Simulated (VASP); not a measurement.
## InSb3: single point with PBE

Crystal: InSb3.

```
In Sb
1.0
     4.71759    0.05608    0.05608
     0.05608    4.71759    0.05608
     0.05608    0.05608    4.71759
In Sb
1 3
Direct
  0.00000 0.00000 0.00000
  0.50000 0.00000 0.50000
  0.00000 0.50000 0.50000
  0.50000 0.50000 0.00000
```

```yaml
Program: VASP 6.6.1
Task: single point
Functional: PBE
Potentials_or_basis: VASP PAW PBE potentials, release 64 (In_d, Sb)
Cutoff: 520 eV
k_mesh: 8 × 8 × 8
Occupations: gaussian, width 0.15 eV
Spin: no spin polarisation
```

The pressure is 3.6 GPa. The band gap on the k mesh is zero (bands 14 and 15 overlap by 4.68 eV).

Stress tensor (GPa, compression positive):
```
 3.58 -0.59 -0.59
-0.59  3.58 -0.59
-0.59 -0.59  3.58
```

Levels at points of the mesh, in eV from the Fermi level:
| k point | band 12 | band 13 | band 14 | band 15 | band 16 | band 17 |
| --- | --- | --- | --- | --- | --- | --- |
| (0.00, 0.00, 0.00) | -3.57 | 0.31 | 0.31 | 0.78 | 1.55 | 1.99 |
| (0.50, 0.00, 0.00) | -2.31 | -2.17 | -1.19 | -0.93 | 2.03 | 2.32 |
| (0.50, 0.50, 0.00) | -1.64 | -1.36 | -1.27 | -1.08 | -0.29 | 1.01 |
| (0.50, 0.50, 0.50) | -5.24 | -4.89 | 3.60 | 3.60 | 3.86 | 4.06 |

Wall time 110 s on 1 thread of Intel Xeon 8259CL (shared host), peak memory 0.3 GiB.

Caveat: the cell stands under pressure; spin-orbit coupling is left out, which moves the levels of the heavy elements.
